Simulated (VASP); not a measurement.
# Ir: relaxation of cell and atoms with RPBE

The system is Ir.

```xyz
3
Lattice="4.3081 0.0000 0.0000 -2.1541 3.7309 0.0000 0.0000 0.0000 2.6409" Properties=species:S:1:pos:R:3 pbc="T T T"
Ir    0.0000    0.0000    0.0000
Ir    0.0000    2.4873    1.3204
Ir    2.1541    1.2436    1.3204
```

This isn't the form of Ir at room conditions, which is fcc.

```json
{
  "Program": "VASP 6.6.1",
  "Task": "relaxation of cell and atoms",
  "Functional": "RPBE",
  "Potentials or basis": "VASP PAW PBE potentials, release 64 (Ir)",
  "Cutoff": "600 eV",
  "k mesh": "9 × 9 × 12",
  "Occupations": "fermi-dirac, width 0.1 eV",
  "Spin": "no spin polarisation",
  "Dipole correction": "no",
  "Further INCAR settings": "ALGO = Normal; EDIFF = 1e-06; IBRION = 2; EDIFFG = -0.01; NSW = 80; ISIF = 3"
}
```

```
Relaxed volume                        : 15.18 Å³/atom
Relaxed cell                          : a = 4.399 Å, b = 4.399 Å, c = 2.717 Å, α = 90.00°, β = 90.00°, γ = 120.00°
Space group after relaxing (to 0.1 Å) : P6/mmm (No. 191)
Pressure after relaxing               : 0.0 GPa
Band gap on the k mesh                : zero (an odd number of electrons rules out a gap without spin polarisation)
```

Stress tensor (GPa, compression positive):
```
-0.02  0.00  0.00
 0.00 -0.02  0.00
 0.00  0.00  0.08
```

Final structure:
```
Ir
1.0
     4.39943    0.00000    0.00000
    -2.19972    3.81002    0.00000
     0.00000    0.00000    2.71673
Ir
3
Cartesian
  0.0000 0.0000 0.0000
  0.0000 2.5400 1.3584
  2.1997 1.2700 1.3584
```

Levels at points of the mesh, in eV from the Fermi level:
| k point | band 12 | band 13 | band 14 | band 15 | band 16 | band 17 |
| --- | --- | --- | --- | --- | --- | --- |
| (0.00, 0.00, 0.00) | -1.93 | -1.87 | -1.87 | 1.09 | 1.09 | 5.89 |
| (0.00, 0.00, 0.50) | 0.04 | 0.60 | 0.60 | 2.01 | 2.69 | 3.07 |

Wall time 6.1 min on 1 thread of Intel(R) Xeon(R) Platinum 8259CL CPU @ 2.50GHz (Skylake/Cascade Lake), on a shared host, peak memory 0.23 GiB.

Caveat: the PAW data sets were made with another functional, which shifts forces and pressure a little; spin-orbit coupling is left out, which moves the levels of the heavy elements.
